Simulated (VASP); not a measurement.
**Na: single point with r2SCAN**

Na:

```
CELL_PARAMETERS angstrom
0.00000 3.91407 3.91407
3.91407 0.00000 3.91407
3.91407 3.91407 0.00000
ATOMIC_POSITIONS crystal
Na 0.12500 0.12500 0.12500
Na 0.87500 0.87500 0.87500
```

This isn't the form of Na at room conditions, which is bcc.

- Program: VASP 6.6.1
- Task: single point
- Functional: r2SCAN
- Potentials or basis: VASP PAW PBE potentials, release 64 (Na_pv)
- Cutoff: 520 eV
- k mesh: 8 × 8 × 8
- Occupations: fermi-dirac, width 0.1 eV
- Spin: no spin polarisation
- Dipole correction: no
- Further INCAR settings: ALGO = Normal; EDIFF = 1e-06; NBANDS = 14

```yaml
Pressure: -0.2 GPa
Band_gap_on_the_k_mesh: zero (bands 7 and 8 overlap by 0.74 eV)
```

Levels at points of the mesh, in eV from the Fermi level:
```
           k point  band 3  band 4  band 5  band 6  band 7  band 8  band 9  band 10  band 11  band 12
(0.00, 0.00, 0.00)  -26.61  -26.58  -26.58  -26.58   -2.58    4.61    4.61     4.62     4.96     4.96
(0.50, 0.00, 0.00)  -26.61  -26.59  -26.58  -26.58   -0.81   -0.30    3.84     3.84     4.71     4.71
(0.50, 0.50, 0.00)  -26.60  -26.60  -26.58  -26.58    0.06    0.06    2.37     2.37     3.23     3.23
```

Run time: 7.3 min on 1 thread of Intel Xeon 8259CL (shared host), peak memory 0.28 GiB.

Caveat: the PAW data sets were made with another functional, which shifts forces and pressure a little.
